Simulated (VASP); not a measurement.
A run of VASP 6.6.1 is set up as follows.

Contents of INCAR:

```
SYSTEM = TiC
ALGO = Normal ; EDIFF = 1E-6
ENCUT = 520 ; GGA = PE
ISIF = 2 ; ISMEAR = 0
ISPIN = 2 ; LASPH = .TRUE.
LCHARG = .FALSE. ; LMAXMIX = 4
LORBIT = 11 ; LREAL = .FALSE.
LWAVE = .FALSE. ; MAGMOM = 1.5 0.5
NBANDS = 19 ; NELM = 150
PREC = Accurate ; SIGMA = 0.05
```

KPOINTS

```
k-points
0
G
  1 1 31
  0 0 0
```

The input POSCAR:

```
TiC
1.0
   10.8000000000      0.0000000000      0.0000000000
    0.0000000000      9.3000000000      0.0000000000
    0.0000000000      0.0000000000      3.0647881972
Ti C
1 1
Direct
    0.4517302786      0.5000000000      0.0000000000
    0.5482697214      0.5000000000      0.5000000000
```

Potentials or basis: VASP PAW PBE potentials, release 64 (Ti_sv, C).

The run is started by

```console
$ cat potpaw_PBE.64/Ti_sv/POTCAR potpaw_PBE.64/C/POTCAR > POTCAR
$ mpirun -np 1 vasp_std > vasp.out
```

**Question.** Estimate the site moments.

**Answer.** Ti +0.05; C -0.01 μB.

**Question.** Predict the net moment.

**Answer.** 0.17 μB per cell.

Forces on the atoms (eV/Å):
```
Ti  -0.042  0.000  0.000
C    0.042  0.000  0.000
```

Caveat: a moment this small can come from the mesh or the smearing.
